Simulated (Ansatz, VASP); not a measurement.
Ni in VASP and in Ansatz

The input INCAR:

```
PREC = Accurate
ENCUT = 520
EDIFF = 1E-8
ISMEAR = -1
SIGMA = 0.08
LREAL = False
LASPH = True
NELM = 150
ALGO = Normal
ISIF = 2
LWAVE = False
LCHARG = False
ISPIN = 2
MAGMOM = 1.5 1.5
LORBIT = 11
LMAXMIX = 4
LEFG = True
NBANDS = 21
```

File KPOINTS:

```
regular mesh
0
Gamma
  15 15 8
```

POSCAR

```
Ni
1.0
    2.3984743352      0.0000000000      0.0000000000
   -1.1992371676      2.0771397046      0.0000000000
    0.0000000000      0.0000000000      3.9903729812
Ni
2
Direct
    0.3333333333      0.6666666667      0.2500000000
    0.6666666667      0.3333333333      0.7500000000
```

Input for Ansatz:

```yaml
crystal:
  lattice:
    - [2.3984743352, 0.0, 0.0]
    - [-1.1992371676, 2.0771397046, 0.0]
    - [0.0, 0.0, 3.9903729812]
  atoms:
    - { symbol: Ni, position: [0.3333333333, 0.6666666667, 0.25], spin: 1.5 }
    - { symbol: Ni, position: [0.6666666667, 0.3333333333, 0.75], spin: 1.5 }
magnetization:
  spin_polarized: true
kpoints:
  mp_grid: { grid: [15, 15, 8] }
scf:
  occupations: { method: fermi_dirac, width: 0.08 }
hamiltonian:
  xc: lda
  pseudopotentials: { kind: paw }
output:
  forces: true
  stress: true
  eigenvalues: true
  efg: { contact_densities: true }
```

Change from the starting cell: volume scaled by 0.9405, PAW files.

Alike in both runs: task electric field gradients; functional LDA; k mesh 15 × 15 × 8; occupations fermi-dirac, width 0.08 eV; collinear spin.

|  | VASP | Ansatz |
| --- | --- | --- |
| version | VASP 6.6.1 | Ansatz 0.2.0 |
| potentials or method | VASP PAW LDA potentials, release 64 (Ni) | PAW with Ansatz's default frozen-core files, scalar-relativistic |
| plane-wave cutoff (eV) | 520 | 420 |
| valence electrons in the cell | 20 | 36 |

|  | VASP | Ansatz | Ansatz less VASP |
| --- | --- | --- | --- |
| pressure (GPa) | 3.3 | 3.5 | +0.22 |
| traceless stress, the component that is largest in VASP (GPa) | -2.91 | -2.91 | -0.001 |
| net moment per atom (μB) | 0.59 | 0.61 | +0.025 |
| size of the moment on the site where the two differ most (μB) | 0.58 | 0.63 | +0.051 |
| size of Vzz on the site where it differs most (V/Å²) | 2.0 | 3.0 | +0.97 |

LDA's correlation is that of Perdew and Zunger in VASP and of Perdew and Wang (1992) in Ansatz. Site moments also hang on the region over which each program counts them. VASP's potentials hold 20 valence electrons a cell and Ansatz's 36, so a difference there can come from the potentials and not from the codes.
